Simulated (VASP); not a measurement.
Set up this calculation in VASP 6.6.1, as the native input.

| Item | Value |
| --- | --- |
| Task | single point |
| Functional | PBEsol |
| Dispersion | D4 |
| Potentials or basis | VASP PAW PBE potentials, release 64 (Zn) |
| Cutoff | 500 eV |
| k mesh | 12 × 12 × 12 |
| Occupations | methfessel-paxton, width 0.15 eV |
| Spin | no spin polarisation |
| Dipole correction | no |
| Further INCAR settings | ALGO = Normal; EDIFF = 1e-06; NBANDS = 12 |

The structure of Zn lies in POSCAR:

```
Zn
1.0
   -1.5896845900      1.5896845900      1.5896845900
    1.5896845900     -1.5896845900      1.5896845900
    1.5896845900      1.5896845900     -1.5896845900
Zn
1
Direct
    0.0000000000      0.0000000000      0.0000000000
```

This isn't the form of Zn at room conditions, which is hcp.

One way to write it, as run:

INCAR

```
ALGO     = Normal         # electronic algorithm
EDIFF    = 1E-6           # SCF threshold, eV
ENCUT    = 500            # plane-wave cutoff, eV
GGA      = PS             # functional
GGA_COMPAT= False        
ISIF     = 2              # what is computed and relaxed
ISMEAR   = 1              # smearing method
IVDW     = 13             # dispersion correction
LASPH    = True           # aspherical terms in the spheres
LCHARG   = False          # write CHGCAR
LREAL    = False          # projectors in reciprocal space
LWAVE    = False          # write WAVECAR
NBANDS   = 12             # bands
NELM     = 120            # most SCF steps
PREC     = Accurate       # precision mode
SIGMA    = 0.15           # smearing width, eV
```

KPOINTS

```
k-points
0
Gamma
  12 12 12
```

Potentials or basis: VASP PAW PBE potentials, release 64 (Zn).

Run with:

```console
$ cat potpaw_PBE.64/Zn/POTCAR > POTCAR
$ mpirun -np 1 vasp_std > vasp.out
```

Results of the run:

| Quantity | Value |
| --- | --- |
| Pressure | -8.3 GPa |
| Band gap on the k mesh | zero (bands 6 and 7 overlap by 5.16 eV) |
| Dispersion energy per atom | -0.176 eV |

Caveat: the cell stands under tension; the PAW data sets were made with another functional, which shifts forces and pressure a little.

Run time: 7.2 s on 1 thread of Intel(R) Xeon(R) Platinum 8488C (Sapphire Rapids) (shared host), peak memory 0.13 GiB.
